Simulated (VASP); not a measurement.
Wanted: the native input for a VASP 6.6.1 run.

```
Task                   : single point
Functional             : r2SCAN
Dispersion             : D3(BJ)
Potentials or basis    : VASP PAW PBE potentials, release 64 (P)
Cutoff                 : 520 eV
k mesh                 : 22 × 22 × 22
Occupations            : gaussian, width 0.05 eV
Spin                   : no spin polarisation
Dipole correction      : no
Further INCAR settings : ALGO = Normal; EDIFF = 1e-06; NBANDS = 8
```

Crystal: P.

```
CELL_PARAMETERS angstrom
-1.40827 1.40827 1.40827
1.40827 -1.40827 1.40827
1.40827 1.40827 -1.40827
ATOMIC_POSITIONS crystal
P 0.00000 0.00000 0.00000
```

This isn't the form of P at room conditions, which is orthorhombic.

These files were run (other wordings do the same):

POSCAR

```
P
1.0
   -1.4082650355      1.4082650355      1.4082650355
    1.4082650355     -1.4082650355      1.4082650355
    1.4082650355      1.4082650355     -1.4082650355
P
1
Direct
    0.0000000000      0.0000000000      0.0000000000
```

INCAR.step1

```
SYSTEM = P
PREC = Accurate
ENCUT = 520
ISMEAR = 0
SIGMA = 0.05
LREAL = .FALSE.
LASPH = .TRUE.
NELM = 60
NBANDS = 8
GGA = PE
ALGO = Normal
EDIFF = 1E-4
LWAVE = .TRUE.
LCHARG = .FALSE.
```

INCAR.step2

```
SYSTEM = P
PREC = Accurate
ENCUT = 520
EDIFF = 1E-6
ISMEAR = 0
SIGMA = 0.05
LREAL = .FALSE.
LASPH = .TRUE.
NELM = 60
ALGO = Normal
ISIF = 2
LWAVE = .FALSE.
LCHARG = .FALSE.
METAGGA = R2SCAN
LMIXTAU = .TRUE.
IVDW = 12
VDW_S6 = 1.0
VDW_S8 = 0.78981345
VDW_A1 = 0.49484001
VDW_A2 = 5.73083694
NBANDS = 8
ISTART = 1
```

KPOINTS

```
Automatic mesh
0
G
  22 22 22
  0 0 0
```

Potentials or basis: VASP PAW PBE potentials, release 64 (P).

Command:

```bash
$ cat potpaw_PBE.64/P/POTCAR > POTCAR
$ cp INCAR.step1 INCAR
$ mpirun -np 1 vasp_std > vasp.out
$ cp INCAR.step2 INCAR
$ mpirun -np 1 vasp_std > vasp.out
```

Results of the run:

- Pressure: 31.4 GPa
- Band gap on the k mesh: zero (an odd number of electrons rules out a gap without spin polarisation)
- Dispersion energy per atom: -0.298 eV

Caveat: the cell stands under pressure; the PAW data sets were made with another functional, which shifts forces and pressure a little.

Wall time 100 s on 1 thread of Intel Xeon 8259CL (shared host), peak memory 0.14 GiB.
